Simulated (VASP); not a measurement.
Sr:

```
Sr
1.0
     0.00000    3.04235    3.04235
     3.04235    0.00000    3.04235
     3.04235    3.04235    0.00000
Sr
1
Direct
  0.00000 0.00000 0.00000
```

| Item | Value |
| --- | --- |
| Program | VASP 6.6.1 |
| Task | relaxation of volume and atoms at fixed shape |
| Functional | PBEsol |
| Potentials or basis | VASP PAW PBE potentials, release 64 (Sr_sv) |
| Cutoff | 600 eV |
| k mesh | 6 × 6 × 6 |
| Occupations | fermi-dirac, width 0.05 eV |
| Spin | no spin polarisation |

At the start: pressure -0.9 GPa; volume 56.32 Å³/atom.

**Question.** Where does the relaxation end?

**Answer.** Over 4 steps the energy falls by 11.5 meV/atom and the volume is 52.21 Å³/atom (-7.3 %); space group Fm-3m (No. 225, to 0.05 Å).

The path:
```tsv
step	energy change (eV)	largest force (eV/Å)	pressure (GPa)	volume (Å³)
1	0.0000	0.0000	-0.85	56.32
2	-0.0094	0.0000	-0.39	53.91
3	-0.0115	0.0000	0.04	52.06
4	-0.0115	0.0000	0.00	52.21
```

Final structure:
```cif
data_structure
_symmetry_space_group_name_H-M 'P 1'
_symmetry_Int_Tables_number 1
_cell_length_a 4.1953
_cell_length_b 4.1953
_cell_length_c 4.1953
_cell_angle_alpha 60.000
_cell_angle_beta 60.000
_cell_angle_gamma 60.000
_cell_volume 52.21
loop_
_atom_site_label
_atom_site_type_symbol
_atom_site_fract_x
_atom_site_fract_y
_atom_site_fract_z
_atom_site_occupancy
Sr1 Sr 0.00000 0.00000 0.00000 1
```

Caveat: the PAW data sets were made with another functional, which shifts forces and pressure a little.
